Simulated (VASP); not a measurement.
Wanted: the native input for a VASP 6.6.1 run.

```yaml
Task: single point
Functional: LDA
Potentials_or_basis: VASP PAW LDA potentials, release 64 (Mg)
Cutoff: 520 eV
k_mesh: 6 × 6 × 4
Occupations: gaussian, width 0.1 eV
Spin: no spin polarisation
Dipole_correction: no
Further_INCAR_settings: ALGO = Normal; EDIFF = 1e-07; NBANDS = 9
```

The structure of Mg lies in POSCAR:

```
Mg
1.0
    3.2093000000      0.0000000000      0.0000000000
   -1.6046500000      2.7793353300      0.0000000000
    0.0000000000      0.0000000000      5.2103000000
Mg
2
Direct
    0.3333333300      0.6666666700      0.2500000000
    0.6666666700      0.3333333300      0.7500000000
```

One way to write it, as run:

INCAR

```
ALGO = Normal
EDIFF = 1E-7
ENCUT = 520
GGA = CA
ISIF = 2
ISMEAR = 0
LASPH = T
LCHARG = F
LREAL = F
LWAVE = F
NBANDS = 9
NELM = 80
PREC = Accurate
SIGMA = 0.1
```

KPOINTS

```
k-points
0
Gamma
  6 6 4
```

Potentials or basis: VASP PAW LDA potentials, release 64 (Mg).

Launch:

```console
$ cat potpaw_LDA.64/Mg/POTCAR > POTCAR
$ mpirun -np 1 vasp_std > vasp.out
```

It gave:

```
Pressure               : -2.8 GPa
Band gap on the k mesh : zero (band 2 reaches 2.76 eV, above the bottom of band 3 at 1.13 eV)
```

Caveat: the k points lie up to 0.38 Å⁻¹ apart.

Run time: 8.6 s on 1 thread of Oxide Virtual Turin-like Processor, on a shared host, peak memory 0.1 GiB.
